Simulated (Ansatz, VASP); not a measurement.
## One calculation of CdF2, two programs

```
Cd F
1.0
     0.00000    2.74027    2.81344
     2.74027    0.00000    2.81344
     2.74027    2.74027    0.00000
Cd F
1 2
Direct
  0.00000 0.00000 0.00000
  0.25000 0.25000 0.25000
  0.75000 0.75000 0.75000
```

Change from the starting cell: engineering shear strain xy +0.0000, normal strain along z +0.0267.

Alike in both runs: task single point; functional PBE; k mesh 8 × 8 × 8; occupations gaussian, width 0.05 eV; no spin polarisation.

```csv
,VASP,Ansatz
version,VASP 6.6.1,Ansatz 0.2.0
potentials or method,"VASP PAW PBE potentials, release 64 (Cd, F), cutoff 520 eV","scalar-relativistic, plane waves, PAW"
valence electrons in the cell,26,34
```

Ansatz gave:

| Quantity | Value |
| --- | --- |
| gap on the k mesh at the Fermi level (eV) | 2.79 |
| least direct gap on the mesh (eV) | 3.35 |
| pressure (GPa) | -2.3 |
| traceless stress, the component that is largest in VASP (GPa) | -1.81 |

**Question.** What did VASP give for the same quantities?

**Answer.** gap on the k mesh at the Fermi level (eV): 2.76; least direct gap on the mesh (eV): 3.33; pressure (GPa): -1.8; traceless stress, the component that is largest in VASP (GPa): -1.79.

The functional is the same, so the differences come from potentials, cutoffs and numerics. VASP's potentials hold 26 valence electrons a cell and Ansatz's 34, so a difference there can come from the potentials and not from the codes.
